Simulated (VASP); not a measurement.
A run of VASP 6.6.1:

File INCAR:

```
SYSTEM = Au
  PREC = Accurate
  ENCUT = 520
  EDIFF = 1E-7
  ISMEAR = 0
  SIGMA = 0.05
  LREAL = .False.
  LASPH = .True.
  NELM = 100
  ALGO = Normal
  ISIF = 2
  LWAVE = .False.
  LCHARG = .False.
  GGA = CA
  NBANDS = 12
```

File KPOINTS:

```
Automatic mesh
0
Gamma
  9 9 9
  0 0 0
```

File POSCAR:

```
Au
1.0
    0.0000000000      2.0236196756      2.0236196756
    2.0236196756      0.0000000000      2.0236196756
    2.0236196756      2.0236196756      0.0000000000
Au
1
Direct
    0.0000000000      0.0000000000      0.0000000000
```

Potentials or basis: VASP PAW LDA potentials, release 64 (Au).

The run is started by

```sh
$ cat potpaw_LDA.64/Au/POTCAR > POTCAR
$ mpirun -np 1 vasp_std > vasp.out
```

Hardware: 1 thread of Intel(R) Xeon(R) Platinum 8488C (Sapphire Rapids), with other jobs on the host.

Problem. Estimate the wall time of this run.

Solution. Wall time 3.8 s on 1 thread of Intel(R) Xeon(R) Platinum 8488C (Sapphire Rapids), on a shared host, peak memory 0.13 GiB. Counts: scf iterations 11, k points 35.
